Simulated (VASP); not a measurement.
# SnGe5 (F-43m) in VASP: a series of runs

Runs on SnGe5. Level: PBE. Tasks: relaxation of cell and atoms, single point.

All numbers are computed with VASP 6.6.1; they aren't measurements. Logs are shortened: lines on timing, memory, paths and dates and some standing lists are left out, and cuts for length are marked.

## 1. The cell of the first run

It takes space group F-43m (No. 216, cubic). Conventional cell: a = 8.293 Å, b = 8.293 Å, c = 8.293 Å, α = 90.00°, β = 90.00°, γ = 90.00°. Sn (site symmetry -43m) has 18 Ge at 3.39 to 4.15 Å within 4.5 Å. Ge (site symmetry -43m) has 4 Ge at 2.21 Å within 2.9 Å. Within 2.9 Å of Ge (site symmetry 3m) lie 4 Ge at 2.21 to 2.25 Å.

## 2. Relaxation of cell and atoms, PBE

Input file INCAR:

```
PREC     = Accurate       # precision mode
ENCUT    = 600            # plane-wave cutoff, eV
EDIFF    = 1E-7           # SCF threshold, eV
ISMEAR   = 0              # smearing method
SIGMA    = 0.1            # smearing width, eV
LREAL    = False          # projectors in reciprocal space
LASPH    = True           # aspherical terms in the spheres
NELM     = 100            # most SCF steps
ALGO     = Normal         # electronic algorithm
ISIF     = 3              # what is computed and relaxed
LWAVE    = False          # write WAVECAR
LCHARG   = False          # write CHGCAR
GGA      = PE             # functional
IBRION   = 2              # ionic algorithm
NSW      = 90             # ionic steps
EDIFFG   = -0.04          # ionic threshold
```

Input file KPOINTS:

```
Automatic mesh
0
Gamma
  4 4 4
```

Input file POSCAR:

```
SnGe5
1.0
    0.0000000000      4.1465495600      4.1465495600
    4.1465495600      0.0000000000      4.1465495600
    4.1465495600      4.1465495600      0.0000000000
Sn Ge
1 5
Direct
    0.0000000000      0.0000000000      0.0000000000
    0.5000000000      0.5000000000      0.5000000000
    0.3459475300      0.3459475300      0.3459475300
    0.3459475300      0.3459475300      0.9621574200
    0.3459475300      0.9621574200      0.3459475300
    0.9621574200      0.3459475300      0.3459475300
```

Potentials or basis: VASP PAW PBE potentials, release 64 (Sn_d, Ge_d).

Launch:

```bash
$ cat potpaw_PBE.64/Sn_d/POTCAR potpaw_PBE.64/Ge_d/POTCAR > POTCAR
$ mpirun -np 1 vasp_std > vasp.out
```

OUTCAR:

```text
PREC = Accurate
   ENCUT = 600
   EDIFF = 1E-7
   ISMEAR = 0
   LREAL = False
   LASPH = True
   NELM = 100
   ISIF = 3
   GGA = PE
   IBRION = 2
   NSW = 90
   EDIFFG = -0.04

 ion  position               nearest neighbor table
   1  0.000  0.000  0.000-
   2  0.500  0.500  0.500-   3 2.21   4 2.21   5 2.21   6 2.21
   3  0.346  0.346  0.346-   2 2.21   4 2.25   5 2.25   6 2.25
   4  0.346  0.346  0.962-   2 2.21   3 2.25   5 2.25   6 2.25
   5  0.346  0.962  0.346-   2 2.21   3 2.25   4 2.25   6 2.25
   6  0.962  0.346  0.346-   2 2.21   3 2.25   4 2.25   5 2.25

  LATTYP: Found a face centered cubic cell.
 ALAT       =     8.2930991200

  Lattice vectors:

 A1 = (   0.0000000000,   4.1465495600,   4.1465495600)
 A2 = (   4.1465495600,   0.0000000000,   4.1465495600)
 A3 = (   4.1465495600,   4.1465495600,   0.0000000000)

Analysis of symmetry for initial positions (statically):
=====================================================================
 Subroutine PRICEL returns:
 Original cell was already a primitive cell.

 Routine SETGRP: Setting up the symmetry group for a
 face centered cubic supercell.

 Subroutine GETGRP returns: Found 24 space group operations
 (whereof 24 operations were pure point group operations)
 out of a pool of 48 trial point group operations.

The static configuration has the point symmetry T_d .

Analysis of symmetry for dynamics (positions and initial velocities):
=====================================================================
 Subroutine PRICEL returns:
 Original cell was already a primitive cell.

 Routine SETGRP: Setting up the symmetry group for a
 face centered cubic supercell.

 Subroutine GETGRP returns: Found 24 space group operations
 (whereof 24 operations were pure point group operations)
 out of a pool of 48 trial point group operations.

The dynamic configuration has the point symmetry T_d .

 Subroutine INISYM returns: Found 24 space group operations
 (whereof 24 operations are pure point group operations),
 and found     1 'primitive' translations

----------------------------------------------------------------------------------------

                                     Primitive cell

  volume of cell :     142.5905

  direct lattice vectors                    reciprocal lattice vectors
     0.000000000  4.146549560  4.146549560    -0.120582184  0.120582184  0.120582184
     4.146549560  0.000000000  4.146549560     0.120582184 -0.120582184  0.120582184
     4.146549560  4.146549560  0.000000000     0.120582184  0.120582184 -0.120582184

  length of vectors
     5.864106625  5.864106625  5.864106625     0.208854468  0.208854468  0.208854468

  position of ions in fractional coordinates (direct lattice)
     0.000000000  0.000000000  0.000000000
     0.500000000  0.500000000  0.500000000
     0.345947530  0.345947530  0.345947530
     0.345947530  0.345947530  0.962157420
     0.345947530  0.962157420  0.345947530
     0.962157420  0.345947530  0.345947530

  ion indices of the primitive-cell ions
   primitive index   ion index
                 1           1
                 2           2
                 3           3
                 4           4
                 5           5
                 6           6

----------------------------------------------------------------------------------------

 KPOINTS: Automatic mesh

Automatic generation of k-mesh.
 Grid dimensions read from file:
 generate k-points for:    4    4    4

 Generating k-lattice:

  Cartesian coordinates                     Fractional coordinates (reciprocal lattice)
    -0.030145546  0.030145546  0.030145546     0.250000000  0.000000000  0.000000000
     0.030145546 -0.030145546  0.030145546     0.000000000  0.250000000  0.000000000
     0.030145546  0.030145546 -0.030145546     0.000000000  0.000000000  0.250000000

  Length of vectors
     0.052213617  0.052213617  0.052213617

  Shift w.r.t. Gamma in fractional coordinates (k-lattice)
     0.000000000  0.000000000  0.000000000

 Subroutine IBZKPT returns following result:
 ===========================================

 Found      8 irreducible k-points:

 Following reciprocal coordinates:
            Coordinates               Weight
  0.000000  0.000000  0.000000      1.000000
  0.250000  0.000000  0.000000      8.000000
  0.500000  0.000000  0.000000      4.000000
  0.250000  0.250000  0.000000      6.000000
  0.500000  0.250000  0.000000     24.000000
 -0.250000  0.250000  0.000000     12.000000
  0.500000  0.500000  0.000000      3.000000
 -0.250000  0.500000  0.250000      6.000000
   k-points           NKPTS =      8   k-points in BZ     NKDIM =      8   number of bands    NBANDS=     50
   number of dos      NEDOS =    301   number of ions     NIONS =      6
   total plane-waves  NPLWV = 110592
   dimension x,y,z NGX =    48 NGY =   48 NGZ =   48
   dimension x,y,z NGXF=    96 NGYF=   96 NGZF=   96
   ions per type =               1   5
   NGX,Y,Z   is equivalent  to a cutoff of  13.61, 13.61, 13.61 a.u.
   NGXF,Y,Z  is equivalent  to a cutoff of  27.22, 27.22, 27.22 a.u.
 SYSTEM =  unknown system
   PREC   = accura    normal or accurate (medium, high low for compatibility)
   ISTART =      0    job   : 0-new  1-cont  2-samecut
   ICHARG =      2    charge: 1-file 2-atom 10-const
   ISPIN  =      1    spin polarized calculation?
   LNONCOLLINEAR =      F non collinear calculations
   LSORBIT =      F    spin-orbit coupling
   LASPH  =      T    aspherical Exc in radial PAW
   ENCUT  =  600.0 eV  44.10 Ry    6.64 a.u.  11.71 11.71 11.71*2*pi/ulx,y,z
   NELM   =    100;   NELMIN=  2; NELMDL= -5     # of ELM steps
   EDIFF  = 0.1E-06   stopping-criterion for ELM
   LREAL  =      F    real-space projection
   EDIFFG = -.4E-01   stopping-criterion for IOM
   NSW    =     90    number of steps for IOM
   IBRION =      2    ionic relax: 0-MD 1-quasi-New 2-CG
   NFREE  =      1    steps in history (QN), initial steepest desc. (CG)
   ISIF   =      3    stress and relaxation
   ISYM   =      2    0-nonsym 1-usesym 2-fastsym
   POTIM  = 0.5000    time-step for ionic-motion
   TEBEG  =    0.0;   TEEND  =   0.0 temperature during run
   PSTRESS=    0.0 pullay stress
   NELECT =      84.0000    total number of electrons
   NUPDOWN=      -1.0000    fix difference up-down
   EMIN   =  10.00;   EMAX   =-10.00  energy-range for DOS
   EFERMI =   0.00;   METHOD = LEGACY
   ISMEAR =     0;   SIGMA  =   0.10  broadening in eV -4-tet -1-fermi 0-gaus
   EFERMI_NEDOS =   21; number of points for ismear=-14 and -15
   IALGO  =     38    algorithm
   IMIX   =      4    mixing-type and parameters
     AMIX     =   0.40;   BMIX     =  1.00
     AMIX_MAG =   1.60;   BMIX_MAG =  1.00
  volume/ion in A,a.u.               =      23.77       160.37
  Fermi-wavevector in a.u.,A,eV,Ry     =   1.372370  2.593402 25.625187  1.883398
  Thomas-Fermi vector in A             =   2.497983
   LORBIT       =      0    0 simple, 1 ext, 2 COOP (PROOUT), +10 PAW based schemes
   GGA     = PE    functional components
   LHFCALC =     F    Hartree Fock is set to
   AEXX    =    0.0000 exact exchange contribution
   IVDW    =     0    specifies the selected vdW correction
   LEPSILON=     F    determine dielectric tensor
   LRPA    =     F    only Hartree local field effects (RPA)
 conjugate gradient relaxation of ions
 non-spin polarized calculation
 Gauss-broadening in eV      SIGMA  =   0.10
  energy-cutoff  :      600.00
  volume of cell :      142.59
 maximum number of plane-waves:      4801
 NGX is ok and might be reduce to    48
   NGX = 23   NGY = 23   NGZ = 23

--------------------------------------- Ionic step        1  -------------------------------------------

 number of electron      83.9999998 magnetization

 Free energy of the ion-electron system (eV)
  ---------------------------------------------------
  ext. energy  EPLUGINS =         0.00000000
  ---------------------------------------------------
  free energy    TOTEN  =       -18.70839693 eV

  energy without entropy =      -18.69359687  energy(sigma->0) =      -18.70099690

 E-fermi :   5.4246     XC(G=0):  -9.6850

 val. band max:        5.3268269338   @ k =   0.5000   0.2500   0.0000
 cond. band min:       5.4536565094   @ k =   0.2500   0.2500   0.0000
 fundamental gap:      0.1268295757
 Fermi energy:         5.4246005621

 k-point     1 :       0.0000    0.0000    0.0000
  band No.  band energies     occupation
      1     -20.2694      2.00000
      2     -20.2290      2.00000
      3     -20.2290      2.00000
      4     -20.2290      2.00000
      5     -20.1456      2.00000
      6     -20.1456      2.00000
[... 675 lines left out ...]
 POSITION                                       TOTAL-FORCE (eV/Angst)
 -----------------------------------------------------------------------------------
      0.00000      0.00000      0.00000         0.000000      0.000000      0.000000
      4.67921      4.67921      4.67921         0.000000      0.000000      0.000000
      3.26871      3.26871      3.26871        -0.206753     -0.206753     -0.206753
      6.08970      6.08970      3.26871         0.206753      0.206753     -0.206753
      6.08970      3.26871      6.08970         0.206753     -0.206753      0.206753
      3.26871      6.08970      6.08970        -0.206753      0.206753      0.206753
 -----------------------------------------------------------------------------------
    total drift:                               -0.000056     -0.000056     -0.000055

  FREE ENERGIE OF THE ION-ELECTRON SYSTEM (eV)
  ---------------------------------------------------
  free  energy   TOTEN  =       -22.0606097940 eV

  energy  without entropy=      -22.0487231682  energy(sigma->0) =      -22.05466648

--------------------------------------- Ionic step        8  -------------------------------------------

 number of electron      84.0000033 magnetization

 Free energy of the ion-electron system (eV)
  ---------------------------------------------------
  ext. energy  EPLUGINS =         0.00000000
  ---------------------------------------------------
  free energy    TOTEN  =       -22.08751363 eV

  energy without entropy =      -22.07183804  energy(sigma->0) =      -22.07967583

 E-fermi :   2.5182     XC(G=0):  -8.2405

 val. band max:        2.5036823032   @ k =   0.5000   0.0000   0.0000
 cond. band min:       2.5437408060   @ k =   0.2500   0.2500   0.0000
 fundamental gap:      0.0400585028
 Fermi energy:         2.5182365512

 k-point     1 :       0.0000    0.0000    0.0000
  band No.  band energies     occupation
      1     -22.4035      2.00000
      2     -22.4035      2.00000
      3     -22.4035      2.00000
      4     -22.3518      2.00000
      5     -22.3518      2.00000
      6     -22.1750      2.00000
[... 426 lines left out ...]
 VOLUME and BASIS-vectors are now :
 -----------------------------------------------------------------------------
  energy-cutoff  :      600.00
  volume of cell :      199.75
      direct lattice vectors                 reciprocal lattice vectors
    -0.000000000  4.639624762  4.639624762    -0.107767336  0.107767336  0.107767336
     4.639624762  0.000000000  4.639624762     0.107767336 -0.107767336  0.107767336
     4.639624762  4.639624762 -0.000000000     0.107767336  0.107767336 -0.107767336

 POSITION                                       TOTAL-FORCE (eV/Angst)
 -----------------------------------------------------------------------------------
      0.00000      0.00000      0.00000        -0.000000     -0.000000     -0.000000
      4.63962      4.63962      4.63962        -0.000000     -0.000000     -0.000000
      3.23204      3.23204      3.23204        -0.002664     -0.002664     -0.002664
      6.04721      6.04721      3.23204         0.002664      0.002664     -0.002664
      6.04721      3.23204      6.04721         0.002664     -0.002664      0.002664
      3.23204      6.04721      6.04721        -0.002664      0.002664      0.002664
 -----------------------------------------------------------------------------------
    total drift:                               -0.000056     -0.000056     -0.000057

  FREE ENERGIE OF THE ION-ELECTRON SYSTEM (eV)
  ---------------------------------------------------
  free  energy   TOTEN  =       -22.0875136305 eV

  energy  without entropy=      -22.0718380386  energy(sigma->0) =      -22.07967583

 reached required accuracy - stopping structural energy minimisation
```

Wall time 8.3 min (1 thread of Intel Xeon Platinum 8488C (Sapphire Rapids), shared host); peak memory 0.36 GiB.

Results:

```
Free energy                            : -22.0875 eV
Relaxed volume                         : 33.29 Å³/atom
Relaxed cell                           : a = 6.561 Å, b = 6.561 Å, c = 6.561 Å, α = 60.00°, β = 60.00°, γ = 60.00°
Space group after relaxing (to 0.05 Å) : F-43m (No. 216)
Energy gained by relaxing              : 563.2 meV/atom
Ionic steps                            : 8
Pressure after relaxing                : 0.0 GPa
Largest force after relaxing           : 0.005 eV/Å
Band gap on the k mesh                 : zero (band 42 reaches 2.99 eV, above the bottom of band 43 at 2.50 eV)
```

Forces on the atoms (eV/Å):
```
Sn   0.000  0.000  0.000
Ge   0.000  0.000  0.000
Ge  -0.003 -0.003 -0.003
Ge   0.003  0.003 -0.003
Ge   0.003 -0.003  0.003
Ge  -0.003  0.003  0.003
```

Step by step:
```
step  energy change (eV)  largest force (eV/Å)  pressure (GPa)  volume (Å³)
   1              0.0000                3.9389           24.78       142.59
   2             -2.0977                1.8526           -2.43       232.67
   3             -2.9747                1.8770            2.77       185.44
   4             -2.9708                1.9661            2.05       188.90
   5             -2.9745                1.9310            2.35       187.42
   6             -3.3522                0.3655           -0.91       204.79
   7             -3.3522                0.3581           -0.91       204.90
   8             -3.3791                0.0046           -0.01       199.75
```

Final structure:
```cif
data_structure
_symmetry_space_group_name_H-M 'P 1'
_symmetry_Int_Tables_number 1
_cell_length_a 6.5614
_cell_length_b 6.5614
_cell_length_c 6.5614
_cell_angle_alpha 60.000
_cell_angle_beta 60.000
_cell_angle_gamma 60.000
_cell_volume 199.75
loop_
_atom_site_label
_atom_site_type_symbol
_atom_site_fract_x
_atom_site_fract_y
_atom_site_fract_z
_atom_site_occupancy
Sn1 Sn 0.00000 0.00000 0.00000 1
Ge1 Ge 0.50000 0.50000 0.50000 1
Ge2 Ge 0.34831 0.34831 0.34831 1
Ge3 Ge 0.34831 0.34831 0.95507 1
Ge4 Ge 0.34831 0.95507 0.34831 1
Ge5 Ge 0.95507 0.34831 0.34831 1
```

Caveat: the volume moved by over 15 % at a fixed basis, so the end points are rough; spin-orbit coupling is left out, which moves the levels of the heavy elements.

## 3. Single point, PBE

This run uses another cell than the first one, of 33.50 Å³/atom, 1.409 times its volume.

Input file INCAR:

```
  PREC = Accurate
  ENCUT = 520
  EDIFF = 1E-6
  ISMEAR = 0
  SIGMA = 0.1
  LREAL = F
  LASPH = T
  NELM = 60
  ALGO = Normal
  ISIF = 2
  LWAVE = F
  LCHARG = F
  GGA = PE
  NBANDS = 51
```

Input file KPOINTS:

```
regular mesh
0
Gamma
  8 8 8
```

Input file POSCAR:

```
SnGe5
1.0
    0.0000000000      4.6491537583      4.6491537583
    4.6491537583      0.0000000000      4.6491537583
    4.6491537583      4.6491537583      0.0000000000
Sn Ge
1 5
Direct
    0.0000000000      0.0000000000      0.0000000000
    0.5000000000      0.5000000000      0.5000000000
    0.6520080368      0.0439758897      0.6520080368
    0.6520080368      0.6520080368      0.6520080368
    0.0439758897      0.6520080368      0.6520080368
    0.6520080368      0.6520080368      0.0439758897
```

Potentials or basis: VASP PAW PBE potentials, release 64 (Sn_d, Ge_d).

Launch:

```bash
$ cat potpaw_PBE.64/Sn_d/POTCAR potpaw_PBE.64/Ge_d/POTCAR > POTCAR
$ mpirun -np 1 vasp_std > vasp.out
```

Wall time 5.5 min (1 thread of Intel Xeon Platinum 8488C (Sapphire Rapids), shared host); peak memory 0.47 GiB.

Results (log left out):

| Property | Result |
| --- | --- |
| Free energy | -22.0500 eV |
| Pressure | 0.0 GPa |
| Band gap on the k mesh | zero (band 42 reaches 2.94 eV, above the bottom of band 43 at 2.47 eV) |

Forces in eV/Å, atoms in the order of the input:
```
Sn   0.000  0.000  0.000
Ge   0.000  0.000  0.000
Ge   0.002 -0.002  0.002
Ge  -0.002 -0.002 -0.002
Ge  -0.002  0.002  0.002
Ge   0.002  0.002 -0.002
```

Levels at points of the mesh, in eV from the Fermi level:
```csv
k point,band 38,band 39,band 40,band 41,band 42,band 43,band 44,band 45,band 46,band 47
"(0.00, 0.00, 0.00)",-3.47,-3.47,-0.88,-0.88,0.36,0.36,0.36,1.19,4.18,4.18
"(0.50, 0.00, 0.00)",-2.99,-2.91,-0.53,-0.53,-0.19,-0.11,-0.11,0.56,2.83,2.83
"(0.50, 0.50, 0.00)",-2.02,-2.02,-1.25,-0.39,-0.39,-0.04,0.13,0.95,1.75,2.05
```

Caveat: spin-orbit coupling is left out, which moves the levels of the heavy elements.
